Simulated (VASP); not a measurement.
Set up this calculation in VASP 6.6.1, as the native input.

```yaml
Task: single point
Functional: PBEsol
Potentials_or_basis: VASP PAW PBE potentials, release 64 (Hf_pv, S)
Cutoff: 520 eV
k_mesh: 12 × 12 × 4
Occupations: fermi-dirac, width 0.15 eV
Spin: no spin polarisation
Dipole_correction: no
Further_INCAR_settings: ALGO = Normal; EDIFF = 1e-06; NBANDS = 35
```

The structure of Hf2S lies in POSCAR:

```
Hf2S
1.0
    3.3138309068      0.0000000000      0.0000000000
   -1.6569154534      2.8698617492      0.0000000000
    0.0000000000      0.0000000000     11.6580810871
Hf S
4 2
Direct
    0.6666666667      0.3333333333      0.8988252781
    0.3333333333      0.6666666667      0.3988252781
    0.6666666667      0.3333333333      0.6011747219
    0.3333333333      0.6666666667      0.1011747219
    0.0000000000      0.0000000000      0.7500000000
    0.0000000000      0.0000000000      0.2500000000
```

This cell differs from its parent crystal: volume scaled by 0.98, then relaxed in part.

The input as run:

INCAR

```
SYSTEM = Hf2S
ALGO = Normal ; EDIFF = 1E-6
ENCUT = 520 ; GGA = PS
ISIF = 2 ; ISMEAR = -1
LASPH = .True. ; LCHARG = .False.
LREAL = .False. ; LWAVE = .False.
NBANDS = 35 ; NELM = 80
PREC = Accurate ; SIGMA = 0.15
```

KPOINTS

```
k-points
0
Gamma
  12 12 4
  0 0 0
```

Potentials or basis: VASP PAW PBE potentials, release 64 (Hf_pv, S).

The run is started by

```sh
$ cat potpaw_PBE.64/Hf_pv/POTCAR potpaw_PBE.64/S/POTCAR > POTCAR
$ mpirun -np 1 vasp_std > vasp.out
```

It gave:

```
Pressure               : 2.5 GPa
Largest force          : 0.005 eV/Å
Band gap on the k mesh : zero (band 26 reaches 7.12 eV, above the bottom of band 27 at 6.07 eV)
```

Caveat: the PAW data sets were made with another functional, which shifts forces and pressure a little; spin-orbit coupling is left out, which moves the levels of the heavy elements.

Wall time 3.3 min on 1 thread of Intel Xeon 6975P-C, on a shared host, peak memory 0.35 GiB.
